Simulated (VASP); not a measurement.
Input of a VASP 6.6.1 run:

POSCAR

```
AlCu
1.0
    2.8964838685      0.0000000000      0.0000000000
    0.0000000000      2.8964838685      0.0000000000
    0.0000000000      0.0000000000      2.8964838685
Al Cu
1 1
Direct
    0.0000000000      0.0000000000      0.0000000000
    0.5000000000      0.5000000000      0.5000000000
```

The input INCAR.step1:

```
  PREC = Accurate
  ENCUT = 900
  ISMEAR = 0
  SIGMA = 0.1
  LREAL = False
  LASPH = True
  NELM = 120
  NBANDS = 18
  GGA = PE
  ALGO = Normal
  EDIFF = 1E-5
  LWAVE = True
  LCHARG = False
  GGA_COMPAT = False
```

The input INCAR.step2:

```
  PREC = Accurate
  ENCUT = 900
  EDIFF = 1E-6
  ISMEAR = 0
  SIGMA = 0.1
  LREAL = False
  LASPH = True
  NELM = 120
  ALGO = Normal
  ISIF = 2
  LWAVE = False
  LCHARG = False
  METAGGA = R2SCAN
  LMIXTAU = True
  NBANDS = 18
  ISTART = 1
  GGA_COMPAT = False
```

File KPOINTS:

```
Automatic mesh
0
Gamma
  14 14 14
```

Potentials or basis: VASP PAW PBE potentials, release 64 (Al, Cu_sv_GW).

Run with:

```console
$ cat potpaw_PBE.64/Al/POTCAR potpaw_PBE.64/Cu_sv_GW/POTCAR > POTCAR
$ cp INCAR.step1 INCAR
$ mpirun -np 1 vasp_std > vasp.out
$ cp INCAR.step2 INCAR
$ mpirun -np 1 vasp_std > vasp.out
```

**Question.** Estimate the pressure.

**Answer.** 8.7 GPa.

**Question.** What does it give for the band gap on the k mesh?

**Answer.** Zero (bands 11 and 12 overlap by 5.23 eV).

Caveat: the cell stands under pressure; the PAW data sets were made with another functional, which shifts forces and pressure a little.
